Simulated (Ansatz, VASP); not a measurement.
One calculation of Ge, two programs

```
CELL_PARAMETERS angstrom
3.97402 0.00000 0.00000
-1.98701 3.44160 0.00000
0.00000 0.00000 25.16000
ATOMIC_POSITIONS crystal
Ge 0.33333 0.66667 0.27856
Ge 0.66667 0.33333 0.30491
```

Alike in both runs: functional PBEsol; dispersion D3(BJ); k mesh 12 × 12 × 1; occupations gaussian, width 0.03 eV; no spin polarisation.

Ansatz relaxed the structure, and its values are those at the end. VASP's run is a single point on that final structure, the one shown.

|  | VASP | Ansatz |
| --- | --- | --- |
| version | VASP 6.6.1 | Ansatz 0.2.0 |
| potentials or method | VASP PAW PBE potentials, release 64 (Ge_d), cutoff 410 eV | scalar-relativistic, plane waves, PAW |
| valence electrons in the cell | 28 | 28 |

```tsv
	VASP	Ansatz	Ansatz less VASP
gap on the k mesh at the Fermi level (eV)	none	none	-
rms of the force components (eV/Å)	0.006	0.000	-0.0055
```

VASP's potentials were made for PBE, not for PBEsol, and Ansatz warns of the same on its side. A gap of «none» marks a metal or a gap that the smearing closes. Ansatz's warnings: slab cell height set, structure snapped to symmetry.
